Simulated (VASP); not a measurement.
Input of a VASP 6.6.1 run:

POSCAR

```
Te
1.0
    4.6324895870      0.0000000000      0.0000000000
   -2.3162447935      4.0118536651      0.0000000000
    0.0000000000      0.0000000000      5.8869033494
Te
3
Direct
    0.2535874851      0.0000000000      0.3333333333
    1.0000000000      0.2535874851      0.6666666667
    0.7464125149      0.7464125149      0.0000000000
```

Contents of INCAR.step1:

```
SYSTEM = Te
PREC     = Accurate       ! precision mode
ENCUT    = 550            ! plane-wave cutoff, eV
ISMEAR   = -1             ! smearing method
SIGMA    = 0.2            ! smearing width, eV
LREAL    = .FALSE.        ! projectors in reciprocal space
LASPH    = .TRUE.         ! aspherical terms in the spheres
NELM     = 120            ! most SCF steps
NBANDS   = 16             ! bands
GGA      = PE             ! functional
ALGO     = Normal         ! electronic algorithm
EDIFF    = 1E-5           ! SCF threshold, eV
LWAVE    = .TRUE.         ! write WAVECAR
LCHARG   = .FALSE.        ! write CHGCAR
GGA_COMPAT= .FALSE.
```

INCAR.step2

```
SYSTEM = Te
PREC     = Accurate       ! precision mode
ENCUT    = 550            ! plane-wave cutoff, eV
EDIFF    = 1E-6           ! SCF threshold, eV
ISMEAR   = -1             ! smearing method
SIGMA    = 0.2            ! smearing width, eV
LREAL    = .FALSE.        ! projectors in reciprocal space
LASPH    = .TRUE.         ! aspherical terms in the spheres
NELM     = 120            ! most SCF steps
ALGO     = Normal         ! electronic algorithm
ISIF     = 2              ! what is computed and relaxed
LWAVE    = .FALSE.        ! write WAVECAR
LCHARG   = .FALSE.        ! write CHGCAR
METAGGA  = R2SCAN         ! meta-GGA
LMIXTAU  = .TRUE.       
NBANDS   = 16             ! bands
ISTART   = 1            
GGA_COMPAT= .FALSE.
```

Contents of KPOINTS:

```
Automatic mesh
0
G
  8 8 6
  0 0 0
```

Potentials or basis: VASP PAW PBE potentials, release 64 (Te).

The run is started by

```bash
$ cat potpaw_PBE.64/Te/POTCAR > POTCAR
$ cp INCAR.step1 INCAR
$ mpirun -np 1 vasp_std > vasp.out
$ cp INCAR.step2 INCAR
$ mpirun -np 1 vasp_std > vasp.out
```

(1) What does it give for the largest force?

(2) What does it give for the pressure?

Results:

(1) 0.043 eV/Å.

(2) 0.1 GPa.

Caveat: the PAW data sets were made with another functional, which shifts forces and pressure a little.
